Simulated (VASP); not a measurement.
# TiAl3 (I4/mmm) in VASP: notebook

Runs on TiAl3. Level: PBE. Tasks: relaxation of shape and atoms at fixed volume, single point.

Everything below comes from runs of VASP 6.6.1. Logs are shortened: lines on timing, memory, paths and dates and some standing lists are left out, and cuts for length are marked.

## Step 1: The cell of the first run

Symmetry: I4/mmm, No. 139, tetragonal system. The conventional cell has a = 3.769 Å, b = 3.769 Å, c = 8.439 Å, α = 90.00°, β = 90.00°, γ = 90.00°. Ti (site symmetry 4/mmm) has 12 Al at 2.66 to 2.83 Å within 3.5 Å. Within 3.5 Å of Al (site symmetry 4/mmm) lie 4 Ti at 2.66 Å and 8 Al at 2.83 Å. Al (site symmetry -4m2) has 8 Al at 2.66 to 2.83 Å and 4 Ti at 2.83 Å within 3.5 Å.

## Step 2: Relaxation of shape and atoms at fixed volume, PBE (volume scaled by 0.94)

Input file INCAR:

```
SYSTEM = TiAl3
PREC = Accurate ; ENCUT = 600
EDIFF = 1E-6 ; ISMEAR = 0
SIGMA = 0.1 ; LREAL = .FALSE.
LASPH = .TRUE. ; NELM = 100
ALGO = Normal ; ISIF = 4
LWAVE = .FALSE. ; LCHARG = .FALSE.
GGA = PE ; IBRION = 2
NSW = 50 ; EDIFFG = -0.01
```

Input file KPOINTS:

```
Automatic mesh
0
G
  16 16 16
  0 0 0
```

Input file POSCAR:

```
TiAl3
1.0
   -1.8843139110      1.8843139110      4.2194048188
    1.8843139110     -1.8843139110      4.2194048188
    1.8843139110      1.8843139110     -4.2194048188
Ti Al
1 3
Direct
    0.0000000000      0.0000000000      0.0000000000
    0.5000000000      0.5000000000      0.0000000000
    0.7500000000      0.2500000000      0.5000000000
    0.2500000000      0.7500000000      0.5000000000
```

Potentials or basis: VASP PAW PBE potentials, release 64 (Ti_sv, Al).

The run is started by

```
$ cat potpaw_PBE.64/Ti_sv/POTCAR potpaw_PBE.64/Al/POTCAR > POTCAR
$ mpirun -np 1 vasp_std > vasp.out
```

OUTCAR:

```text
SYSTEM = TiAl3
   PREC = Accurate
   ENCUT = 600
   EDIFF = 1E-6
   ISMEAR = 0
   LREAL = .FALSE.
   LASPH = .TRUE.
   NELM = 100
   ISIF = 4
   GGA = PE
   IBRION = 2
   NSW = 50
   EDIFFG = -0.01

 ion  position               nearest neighbor table
   1  0.000  0.000  0.000-   2 2.66   2 2.66   2 2.66   2 2.66   4 2.83   3 2.83   4 2.83   4 2.83
                             3 2.83   3 2.83   4 2.83   3 2.83
   2  0.500  0.500  0.000-   1 2.66   1 2.66   1 2.66   1 2.66   4 2.83   3 2.83   4 2.83   3 2.83
                             4 2.83   4 2.83   3 2.83   3 2.83
   3  0.750  0.250  0.500-   4 2.66   4 2.66   4 2.66   4 2.66   2 2.83   1 2.83   2 2.83   1 2.83
                             2 2.83   2 2.83   1 2.83   1 2.83
   4  0.250  0.750  0.500-   3 2.66   3 2.66   3 2.66   3 2.66   2 2.83   1 2.83   2 2.83   2 2.83
                             1 2.83   1 2.83   2 2.83   1 2.83

  LATTYP: Found a body centered tetragonal cell.
 ALAT       =     3.7686278220
 C/A-ratio  =     2.2392260622

  Lattice vectors:

 A1 = (  -1.8843139110,   1.8843139110,   4.2194048188)
 A2 = (   1.8843139110,  -1.8843139110,   4.2194048188)
 A3 = (   1.8843139110,   1.8843139110,  -4.2194048188)

Analysis of symmetry for initial positions (statically):
=====================================================================
 Subroutine PRICEL returns:
 Original cell was already a primitive cell.

 Routine SETGRP: Setting up the symmetry group for a
 body centered tetragonal supercell.

 Subroutine GETGRP returns: Found 16 space group operations
 (whereof 16 operations were pure point group operations)
 out of a pool of 16 trial point group operations.

The static configuration has the point symmetry D_4h.

Analysis of symmetry for dynamics (positions and initial velocities):
=====================================================================
 Subroutine PRICEL returns:
 Original cell was already a primitive cell.

 Routine SETGRP: Setting up the symmetry group for a
 body centered tetragonal supercell.

 Subroutine GETGRP returns: Found 16 space group operations
 (whereof 16 operations were pure point group operations)
 out of a pool of 16 trial point group operations.

The dynamic configuration has the point symmetry D_4h.

 Subroutine INISYM returns: Found 16 space group operations
 (whereof 16 operations are pure point group operations),
 and found     1 'primitive' translations

----------------------------------------------------------------------------------------

                                     Primitive cell
[... 111 lines left out ...]
   EFERMI_NEDOS =   21; number of points for ismear=-14 and -15
   IALGO  =     38    algorithm
   IMIX   =      4    mixing-type and parameters
     AMIX     =   0.40;   BMIX     =  1.00
     AMIX_MAG =   1.60;   BMIX_MAG =  1.00
  volume/ion in A,a.u.               =      14.98       101.10
  Fermi-wavevector in a.u.,A,eV,Ry     =   1.154185  2.181093 18.124901  1.332143
  Thomas-Fermi vector in A             =   2.290823
   LORBIT       =      0    0 simple, 1 ext, 2 COOP (PROOUT), +10 PAW based schemes
   GGA     = PE    functional components
   LHFCALC =     F    Hartree Fock is set to
   AEXX    =    0.0000 exact exchange contribution
   IVDW    =     0    specifies the selected vdW correction
   LEPSILON=     F    determine dielectric tensor
   LRPA    =     F    only Hartree local field effects (RPA)
 conjugate gradient relaxation of ions
 non-spin polarized calculation
 Gauss-broadening in eV      SIGMA  =   0.10
  energy-cutoff  :      600.00
  volume of cell :       59.93
 maximum number of plane-waves:      2026
   NGX = 19   NGY = 19   NGZ = 19

 number of electron      21.0000001 magnetization

 Free energy of the ion-electron system (eV)
  ---------------------------------------------------
  ext. energy  EPLUGINS =         0.00000000
  ---------------------------------------------------
  free energy    TOTEN  =       -20.58229492 eV

  energy without entropy =      -20.57399119  energy(sigma->0) =      -20.57814306

 E-fermi :   8.8090     XC(G=0): -10.9666

 val. band max:        8.8042883805   @ k =  -0.0625   0.1250   0.0625
 cond. band min:       8.8142943975   @ k =  -0.1250   0.3750   0.0625
 fundamental gap:      0.0100060170
 Fermi energy:         8.8090459352

 k-point     1 :       0.0000    0.0000    0.0000
  band No.  band energies     occupation
      1     -47.5166      2.00000
      2     -23.8462      2.00000
      3     -23.8462      2.00000
      4     -23.7662      2.00000
      5      -1.5510      2.00000
      6       5.9045      2.00000
      7       6.1102      2.00000
      8       7.3057      2.00000
      9       7.5265      2.00000
     10       7.5265      2.00000
     11       9.6778      0.00000
     12      10.6416      0.00000
     13      10.6416      0.00000
     14      11.0485      0.00000
[... 377 lines left out ...]
      1     -47.5165      2.00000
      2     -23.8475      2.00000
      3     -23.8473      2.00000
      4     -23.7660      2.00000
      5      -1.4666      2.00000
      6       5.9762      2.00000
      7       6.0507      2.00000
      8       7.2186      2.00000
      9       7.2776      2.00000
     10       7.5341      2.00000
     11       9.2852      0.00000
     12      10.7356      0.00000
     13      10.7767      0.00000
     14      10.9253      0.00000

 [... further k-points ...]

------------------------ aborting loop because EDIFF is reached ----------------------------------------

  FORCE on cell =-STRESS in cart. coord.  units (eV):
  Direction    XX          YY          ZZ          XY          YZ          ZX
  --------------------------------------------------------------------------------------
  -------------------------------------------------------------------------------------
  Total        2.7639449      2.7639449      2.7335620      0.0000000     -0.0000000      0.0000000
  in kB       73.8962286     73.8962286     73.0839159      0.0000000     -0.0000000      0.0000000
  external PRESSURE =      73.6254577 kB  Pullay stress =       0.0000000 kB

 VOLUME and BASIS-vectors are now :
 -----------------------------------------------------------------------------
  energy-cutoff  :      600.00
  volume of cell :       59.93
      direct lattice vectors                 reciprocal lattice vectors
    -1.884313911  1.884313911  4.219404819     0.000000000  0.265348569  0.118500125
     1.884313911 -1.884313911  4.219404819     0.265348569  0.000000000  0.118500125
     1.884313911  1.884313911 -4.219404819     0.265348569  0.265348569  0.000000000

 POSITION                                       TOTAL-FORCE (eV/Angst)
 -----------------------------------------------------------------------------------
      0.00000      0.00000      0.00000        -0.000000     -0.000000     -0.000000
      0.00000      0.00000      4.21940        -0.000000     -0.000000     -0.000000
     -0.00000      1.88431      2.10970         0.000000     -0.000000     -0.000000
      1.88431     -0.00000      2.10970        -0.000000      0.000000      0.000000
 -----------------------------------------------------------------------------------
    total drift:                               -0.000000     -0.000000     -0.000000

  FREE ENERGIE OF THE ION-ELECTRON SYSTEM (eV)
  ---------------------------------------------------
  free  energy   TOTEN  =       -20.5822949243 eV

  energy  without entropy=      -20.5739911936  energy(sigma->0) =      -20.57814306

 reached required accuracy - stopping structural energy minimisation
```

OSZICAR:

```text
N       E                     dE             d eps       ncg     rms          rms(c)
DAV:   1     0.131141047764E+03    0.13114E+03   -0.10291E+04  9772   0.156E+03
DAV:   2    -0.107062044781E+02   -0.14185E+03   -0.14024E+03  9826   0.368E+02
DAV:   3    -0.222522031434E+02   -0.11546E+02   -0.11206E+02 16946   0.862E+01
DAV:   4    -0.225113619502E+02   -0.25916E+00   -0.25857E+00 11956   0.134E+01
DAV:   5    -0.225206165537E+02   -0.92546E-02   -0.92540E-02 15674   0.248E+00    0.114E+01
DAV:   6    -0.212517296499E+02    0.12689E+01   -0.27862E+01 14550   0.443E+01    0.626E+00
DAV:   7    -0.206452790206E+02    0.60645E+00   -0.84576E+00 12562   0.235E+01    0.309E+00
DAV:   8    -0.206184859646E+02    0.26793E-01   -0.11578E+00 12804   0.984E+00    0.152E+00
DAV:   9    -0.205824621085E+02    0.36024E-01   -0.35542E-01 13270   0.518E+00    0.197E-01
DAV:  10    -0.205835770162E+02   -0.11149E-02   -0.68163E-03 12594   0.781E-01    0.252E-01
DAV:  11    -0.205822935425E+02    0.12835E-02   -0.74339E-03 14058   0.695E-01    0.420E-02
DAV:  12    -0.205822963331E+02   -0.27906E-05   -0.13083E-04 12432   0.105E-01    0.183E-02
DAV:  13    -0.205822949058E+02    0.14274E-05   -0.97958E-06 13348   0.321E-02    0.340E-03
DAV:  14    -0.205822949243E+02   -0.18522E-07   -0.45120E-07  7522   0.534E-03
   1 F= -.20582295E+02 E0= -.20578143E+02  d E =-.205823E+02
```

CONTCAR:

```text
TiAl3
   1.00000000000000
    -1.8843139110000000    1.8843139110000000    4.2194048188000002
     1.8843139110000000   -1.8843139110000000    4.2194048188000002
     1.8843139110000000    1.8843139110000000   -4.2194048188000002
  Ti              Al
     1     3
Direct
     0.0000000000000000    0.0000000000000000    0.0000000000000000
     0.5000000000000000    0.5000000000000000    0.0000000000000000
     0.7500000000000000    0.2500000000000000    0.5000000000000000
     0.2500000000000000    0.7500000000000000    0.5000000000000000

  0.00000000E+00  0.00000000E+00  0.00000000E+00
  0.00000000E+00  0.00000000E+00  0.00000000E+00
  0.00000000E+00  0.00000000E+00  0.00000000E+00
  0.00000000E+00  0.00000000E+00  0.00000000E+00
```

Wall time 3.2 min (1 thread of Intel Xeon Platinum 8559C (Emerald Rapids), shared host); peak memory 0.52 GiB.

Results:

* Free energy: -20.5823 eV
* Pressure after relaxing: 7.4 GPa

Final structure:
```
Ti Al
1.0
    -1.88431    1.88431    4.21940
     1.88431   -1.88431    4.21940
     1.88431    1.88431   -4.21940
Ti Al
1 3
Direct
  0.00000 0.00000 0.00000
  0.50000 0.50000 0.00000
  0.75000 0.25000 0.50000
  0.25000 0.75000 0.50000
```

Levels at points of the mesh, in eV from the Fermi level:
| k point | band 7 | band 8 | band 9 | band 10 | band 11 | band 12 | band 13 | band 14 |
| --- | --- | --- | --- | --- | --- | --- | --- | --- |
| (0.00, 0.00, 0.00) | -2.70 | -1.50 | -1.28 | -1.28 | 0.87 | 1.83 | 1.83 | 2.24 |
| (0.50, 0.00, 0.00) | -3.73 | -2.96 | -1.10 | -0.29 | 0.53 | 1.93 | 2.15 | 2.86 |
| (0.50, 0.50, 0.00) | -4.46 | -3.89 | -2.76 | -2.24 | -1.04 | 1.89 | 2.07 | 2.78 |
| (0.50, 0.50, 0.50) | -2.08 | -0.92 | -0.92 | -0.26 | 0.73 | 0.73 | 1.00 | 3.15 |

Caveat: the relaxation stopped at its first step, so nothing moved.

## Step 3: Single point, PBE (strained)

Input file INCAR:

```
SYSTEM = TiAl3
PREC     = Accurate       ! precision mode
ENCUT    = 520            ! plane-wave cutoff, eV
EDIFF    = 1E-6           ! SCF threshold, eV
ISMEAR   = 0              ! smearing method
SIGMA    = 0.1            ! smearing width, eV
LREAL    = .FALSE.        ! projectors in reciprocal space
LASPH    = .TRUE.         ! aspherical terms in the spheres
NELM     = 100            ! most SCF steps
ALGO     = Normal         ! electronic algorithm
ISIF     = 2              ! what is computed and relaxed
LWAVE    = .FALSE.        ! write WAVECAR
LCHARG   = .FALSE.        ! write CHGCAR
GGA      = PE             ! functional
NBANDS   = 18             ! bands
```

Input file KPOINTS:

```
regular mesh
0
G
  16 16 16
  0 0 0
```

Input file POSCAR:

```
TiAl3
1.0
   -2.0407753657      2.0407753657      4.1858519809
    2.0407753657     -2.0407753657      4.1858519809
    2.0407753657      2.0407753657     -4.1858519809
Ti Al
1 3
Direct
    0.0000000000      0.0000000000      0.0000000000
    0.5000000000      0.5000000000      0.0000000000
    0.7500000000      0.2500000000      0.5000000000
    0.2500000000      0.7500000000      0.5000000000
```

Potentials or basis: VASP PAW PBE potentials, release 64 (Ti_sv, Al).

The run is started by

```
$ cat potpaw_PBE.64/Ti_sv/POTCAR potpaw_PBE.64/Al/POTCAR > POTCAR
$ mpirun -np 1 vasp_std > vasp.out
```

Wall time 4.7 min (1 thread of Intel Xeon 6975P-C (Granite Rapids), shared host); peak memory 0.55 GiB.

It converged, with:

```
Free energy : -20.3425 eV
Pressure    : -7.7 GPa
```

Stress tensor (GPa, compression positive):
```
-11.62   0.00   0.00
  0.00 -11.62   0.00
  0.00   0.00   0.16
```

Levels at points of the mesh, in eV from the Fermi level:
```tsv
k point	band 9	band 10	band 11	band 12	band 13	band 14
(0.00, 0.00, 0.00)	-1.41	-1.38	0.60	1.16	1.16	1.34
(0.50, 0.00, 0.00)	-1.25	-0.06	0.30	1.33	1.51	2.23
(0.50, 0.50, 0.00)	-2.78	-1.99	-0.70	1.31	1.46	2.49
(0.50, 0.50, 0.50)	-1.40	-0.25	0.57	0.57	0.76	2.77
```

Caveat: the cell differs from its parent crystal (strained).
